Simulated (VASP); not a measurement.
Ge: single point with BLYP+D4

The system is Ge.

```
Ge
1.0
     4.04161    0.00000    0.00000
    -2.02080    3.50013    0.00000
     0.00000    0.00000    6.67494
Ge
4
Direct
  0.33333 0.66667 0.93694
  0.66667 0.33333 0.43694
  0.33333 0.66667 0.56306
  0.66667 0.33333 0.06306
```

| Quantity | Value |
| --- | --- |
| Program | VASP 6.6.1 |
| Task | single point |
| Functional | BLYP |
| Dispersion | D4 |
| Potentials or basis | VASP PAW PBE potentials, release 64 (Ge_d) |
| Cutoff | 520 eV |
| k mesh | 8 × 8 × 4 |
| Occupations | fermi-dirac, width 0.05 eV |
| Spin | no spin polarisation |

```
Pressure                   : 0.2 GPa
Largest force              : 0.005 eV/Å
Band gap on the k mesh     : 0.19 eV, indirect (least direct gap 0.26 eV)
Dispersion energy per atom : -0.592 eV
```

Forces on the atoms (eV/Å):
```
Ge   0.000  0.000 -0.005
Ge   0.000  0.000 -0.005
Ge   0.000  0.000  0.005
Ge   0.000  0.000  0.005
```

Levels at points of the mesh, in eV from the valence-band top:
```tsv
k point	band 25	band 26	band 27	band 28	band 29	band 30	band 31	band 32
(0.00, 0.00, 0.00)	-1.25	-0.38	-0.01	0.00	0.26	0.26	2.45	2.45
(0.50, 0.00, 0.00)	-4.18	-2.76	-2.47	-1.23	0.84	1.68	3.83	3.91
(0.00, 0.00, 0.50)	-0.66	-0.66	-0.66	-0.66	0.72	0.72	3.53	3.53
(0.50, 0.00, 0.50)	-2.29	-2.29	-2.13	-2.13	0.70	0.70	2.44	2.44
```

It took 74 s on 1 thread of Intel(R) Xeon(R) Platinum 8559C (Emerald Rapids), with other jobs on the host, peak memory 0.23 GiB.

Caveat: the PAW data sets were made with another functional, which shifts forces and pressure a little. A k mesh can miss the band edges.
